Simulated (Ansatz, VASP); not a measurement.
Two plane-wave programs on Al4FeCo3

File INCAR:

```
SYSTEM = Al4FeCo3
ALGO = Normal
EDIFF = 1E-7
EDIFFG = -0.01
ENCUT = 600
GGA = PE
GGA_COMPAT = .FALSE.
IBRION = 2
ISIF = 3
ISMEAR = 0
LASPH = .TRUE.
LCHARG = .FALSE.
LREAL = .FALSE.
LWAVE = .FALSE.
NELM = 120
NELMIN = 4
NSW = 100
PREC = Accurate
SIGMA = 0.1
```

KPOINTS

```
k-points
0
G
  8 8 14
  0 0 0
```

The input POSCAR:

```
Al4FeCo3
1.0
    5.7136676943      0.0000000000      0.0000000000
    0.0000000000      5.7136676943      0.0000000000
    0.0000000000      0.0000000000      2.8518884246
Al Fe Co
4 1 3
Direct
    0.7526189475      0.7526189475      0.0000000000
    0.7526189475      0.2473810525      0.0000000000
    0.2473810525      0.7526189475      0.0000000000
    0.2473810525      0.2473810525      0.0000000000
    0.0000000000      0.0000000000      0.5000000000
    0.0000000000      0.5000000000      0.5000000000
    0.5000000000      0.0000000000      0.5000000000
    0.5000000000      0.5000000000      0.5000000000
```

Input for Ansatz:

```yaml
crystal:
  lattice:
    - [5.7136676943, 0.0, 0.0]
    - [0.0, 5.7136676943, 0.0]
    - [0.0, 0.0, 2.8518884246]
  atoms:
    - { symbol: Al, position: [0.7526189475, 0.7526189475, 0.0] }
    - { symbol: Al, position: [0.7526189475, 0.2473810525, 0.0] }
    - { symbol: Al, position: [0.2473810525, 0.7526189475, 0.0] }
    - { symbol: Al, position: [0.2473810525, 0.2473810525, 0.0] }
    - { symbol: Fe, position: [0.0, 0.0, 0.5] }
    - { symbol: Co, position: [0.0, 0.5, 0.5] }
    - { symbol: Co, position: [0.5, 0.0, 0.5] }
    - { symbol: Co, position: [0.5, 0.5, 0.5] }
basis:
  ecutwfc: 420
kpoints:
  mp_grid: { grid: [8, 8, 14] }
hamiltonian:
  xc: pbe
scf:
  occupations: { method: gaussian, width: 0.1 }
output:
  forces: true
  stress: true
  eigenvalues: true
  write_density: true
  write_potential: true
  elf: true
  volumetric_format: npy
relax:
  adjacent_minimum: "off"
  f_tol: 0.01
  max_steps: 80
  cell: { stress_tol: 0.05 }
```

Alike in both runs: task relaxation of cell and atoms; functional PBE; k mesh 8 × 8 × 14; occupations gaussian, width 0.1 eV; no spin polarisation.

|  | VASP | Ansatz |
| --- | --- | --- |
| version | VASP 6.6.1 | Ansatz 0.2.0 |
| potentials or method | VASP PAW PBE potentials, release 64 (Al, Fe, Co), cutoff 600 eV | scalar-relativistic, plane waves, PAW |
| valence electrons in the cell | 47 | 79 |

```csv
,VASP,Ansatz,Ansatz less VASP
"gap on the k mesh at the Fermi level, each at its own relaxed structure (eV)",none,none,-
relaxed volume (Å³/atom),11.63,11.64,+0.012
relaxed cell length with the largest relative difference (Å),2.856,2.857,+0.0012
```

A gap of «none» marks a metal or a gap that the smearing closes. VASP's potentials hold 47 valence electrons a cell and Ansatz's 79, so a difference there can come from the potentials and not from the codes.
